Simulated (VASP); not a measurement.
Te, 2 atoms in the cell. Symmetry: R-3m, No. 166, trigonal system. The conventional cell has a = 3.767 Å, b = 3.767 Å, c = 9.982 Å, α = 90.00°, β = 90.00°, γ = 120.00°. Te (site symmetry 3m) has 6 Te at 2.54 to 2.97 Å within 3.3 Å. 

```yaml
Program: VASP 6.6.1
Task: relaxation of cell and atoms
Functional: PBE
Potentials_or_basis: VASP PAW PBE potentials, release 64 (Te)
Cutoff: 600 eV
k_mesh: 12 × 12 × 12
Occupations: fermi-dirac, width 0.1 eV
Spin: no spin polarisation
Target_pressure: 50 GPa
Dipole_correction: no
Further_INCAR_settings: ALGO = Normal; EDIFF = 1e-06; IBRION = 2; EDIFFG = -0.005; NSW = 60; ISIF = 3
```

Potentials or basis: VASP PAW PBE potentials, release 64 (Te).

Launch:

```sh
$ cat potpaw_PBE.64/Te/POTCAR > POTCAR
$ mpirun -np 1 vasp_std > vasp.out
```

Hardware: 1 thread of AMD EPYC 9R45 96-Core Processor (Zen 5) (shared host).

Q: How long does it take, and how much memory?

A: Wall time 12 min on 1 thread of AMD EPYC 9R45 96-Core Processor (Zen 5) (shared host), peak memory 0.23 GiB. Counts: scf iterations 227, k points 189, ion steps 38.
